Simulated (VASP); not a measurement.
# BiP: single point with LDA

Crystal: BiP.

```xyz
2
Lattice="3.8430 0.0000 0.0000 -1.9215 3.3281 0.0000 0.0000 0.0000 4.4519" Properties=species:S:1:pos:R:3 pbc="T T T"
Bi   -0.0004    0.0457    2.2393
P    -0.0170    0.0582    0.0170
```

- Program: VASP 6.6.1
- Task: single point
- Functional: LDA
- Potentials or basis: VASP PAW LDA potentials, release 64 (Bi_d, P)
- Cutoff: 520 eV
- k mesh: 13 × 13 × 10
- Occupations: methfessel-paxton, width 0.05 eV
- Spin: no spin polarisation

* Pressure: 16.9 GPa
* Largest force: 0.156 eV/Å
* Band gap on the k mesh: zero (bands 10 and 11 overlap by 3.46 eV)

Forces in eV/Å, atoms in the order of the input:
```
Bi   0.073 -0.055  0.127
P   -0.073  0.055 -0.127
```

Stress tensor (GPa, compression positive):
```
-1.18  0.00  0.01
 0.00 -1.18  0.00
 0.01  0.00 52.92
```

Levels at points of the mesh, in eV from the Fermi level:
```
           k point  band 6  band 7  band 8  band 9  band 10  band 11  band 12  band 13  band 14  band 15
(0.00, 0.00, 0.00)  -14.16   -6.27   -5.65   -1.14    -1.14     3.63     5.44     5.44     7.47     7.47
(0.00, 0.00, 0.50)  -12.82  -11.63    0.52    0.53     1.81     1.81     3.06     4.14     4.93     7.17
```

It took 5.9 min on 1 thread of AMD EPYC 9R45 96-Core Processor (Zen 5), with other jobs on the host, peak memory 0.76 GiB.

Caveat: the stress differs along the axes, from -1 to 53 GPa; spin-orbit coupling is left out, which moves the levels of the heavy elements.
